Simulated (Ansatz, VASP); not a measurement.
## Two plane-wave programs on Rh

POSCAR

```
Rh
1.0
    0.0000000000      1.9490887500      1.9966275000
    1.9490887500      0.0000000000      1.9966275000
    1.9490887500      1.9490887500      0.0000000000
Rh
1
Direct
    0.0000000000      0.0000000000      0.0000000000
```

File INCAR.step1:

```
ALGO     = Normal         # electronic algorithm
EDIFF    = 1E-4           # SCF threshold, eV
ENCUT    = 520            # plane-wave cutoff, eV
GGA      = PE             # functional
ISMEAR   = 0              # smearing method
LASPH    = T              # aspherical terms in the spheres
LCHARG   = F              # write CHGCAR
LREAL    = F              # projectors in reciprocal space
LWAVE    = T              # write WAVECAR
NBANDS   = 14             # bands
NELM     = 100            # most SCF steps
PREC     = Accurate       # precision mode
SIGMA    = 0.15           # smearing width, eV
```

File INCAR.step2:

```
ALGO     = Normal         # electronic algorithm
EDIFF    = 1E-7           # SCF threshold, eV
ENCUT    = 520            # plane-wave cutoff, eV
ISIF     = 2              # what is computed and relaxed
ISMEAR   = 0              # smearing method
ISTART   = 1            
LASPH    = T              # aspherical terms in the spheres
LCHARG   = F              # write CHGCAR
LMIXTAU  = T            
LREAL    = F              # projectors in reciprocal space
LWAVE    = F              # write WAVECAR
METAGGA  = R2SCAN         # meta-GGA
NBANDS   = 14             # bands
NELM     = 100            # most SCF steps
PREC     = Accurate       # precision mode
SIGMA    = 0.15           # smearing width, eV
```

Contents of KPOINTS:

```
k-points
0
Gamma
  22 22 22
```

Input for Ansatz:

```yaml
crystal:
  lattice:
    - [0.0, 1.94908875, 1.9966275]
    - [1.94908875, 0.0, 1.9966275]
    - [1.94908875, 1.94908875, 0.0]
  atoms:
    - { symbol: Rh, position: [0.0, 0.0, 0.0] }
basis:
  ecutwfc: 500
kpoints:
  mp_grid: { grid: [22, 22, 22] }
hamiltonian:
  xc: r2scan
scf:
  occupations: { method: gaussian, width: 0.15 }
output:
  forces: true
  stress: true
  eigenvalues: true
```

Change from the starting cell: strain +0.025 along x and y, +0.050 along z, atoms carried along.

Alike in both runs: task single point; functional r2SCAN; k mesh 22 × 22 × 22; occupations gaussian, width 0.15 eV; no spin polarisation.

|  | VASP | Ansatz |
| --- | --- | --- |
| version | VASP 6.6.1 | Ansatz 0.2.0 |
| potentials or method | VASP PAW PBE potentials, release 64 (Rh_pv), cutoff 520 eV | scalar-relativistic, plane waves, PAW |
| valence electrons in the cell | 15 | 17 |

|  | VASP | Ansatz | Ansatz less VASP |
| --- | --- | --- | --- |
| gap on the k mesh at the Fermi level (eV) | none | none | - |
| pressure (GPa) | -20.9 | -21.7 | -0.74 |
| traceless stress, the component that is largest in VASP (GPa) | -2.98 | -2.96 | +0.017 |

VASP's potentials were made for PBE, not for r2SCAN. A gap of «none» marks a metal or a gap that the smearing closes. VASP's potentials hold 15 valence electrons a cell and Ansatz's 17, so a difference there can come from the potentials and not from the codes.
